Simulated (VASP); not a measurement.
Write the native input for VASP 6.6.1 that does the following.

| Item | Value |
| --- | --- |
| Task | single point |
| Functional | PBE |
| Potentials or basis | VASP PAW PBE potentials, release 64 (Sr_sv, Ti_sv, O) |
| Cutoff | 520 eV |
| k mesh | 8 × 8 × 8 |
| Occupations | gaussian, width 0.05 eV |
| Spin | no spin polarisation |
| Dipole correction | no |
| Further INCAR settings | ALGO = Normal; EDIFF = 1e-06; NBANDS = 28 |

The structure of SrTiO3 lies in POSCAR:

```
SrTiO3
1.0
    3.9364094381      0.0000000000      0.0000000000
    0.0000000000      3.9364094381      0.0000000000
    0.0000000000      0.0000000000      3.9364094381
Sr Ti O
1 1 3
Direct
   -0.0325540016      0.0000000000      0.0000000000
    0.5600324870      0.5000000000      0.5000000000
   -0.0091412830      0.5000000000      0.5000000000
    0.5039083053      0.0000000000      0.5000000000
    0.5039083053      0.5000000000      0.0000000000
```

This cell differs from its parent crystal: mode 1 frozen in at -0.096 Å and mode 7 at -0.173 Å (largest displacements).

The input as run:

INCAR

```
SYSTEM = SrTiO3
PREC = Accurate
ENCUT = 520
EDIFF = 1E-6
ISMEAR = 0
SIGMA = 0.05
LREAL = .False.
LASPH = .True.
NELM = 100
ALGO = Normal
ISIF = 2
LWAVE = .False.
LCHARG = .False.
GGA = PE
NBANDS = 28
```

KPOINTS

```
Automatic mesh
0
Gamma
  8 8 8
  0 0 0
```

Potentials or basis: VASP PAW PBE potentials, release 64 (Sr_sv, Ti_sv, O).

Run with:

```console
$ cat potpaw_PBE.64/Sr_sv/POTCAR potpaw_PBE.64/Ti_sv/POTCAR potpaw_PBE.64/O/POTCAR > POTCAR
$ mpirun -np 1 vasp_std > vasp.out
```

Results of the run:

The pressure is 7.1 GPa. The largest force is 3.743 eV/Å. The band gap on the k mesh is 1.89 eV, indirect (least direct gap 2.54 eV).

Caveat: the cell differs from its parent crystal (mode 1 frozen in at -0.096 Å and mode 7 at -0.173 Å (largest displacements)); forces of over 1 eV/Å act on the atoms, so gaps and moduli don't describe the material at rest.

Wall time 54 s on 1 thread of Intel(R) Xeon(R) 6975P-C (Granite Rapids), on a shared host, peak memory 0.26 GiB.
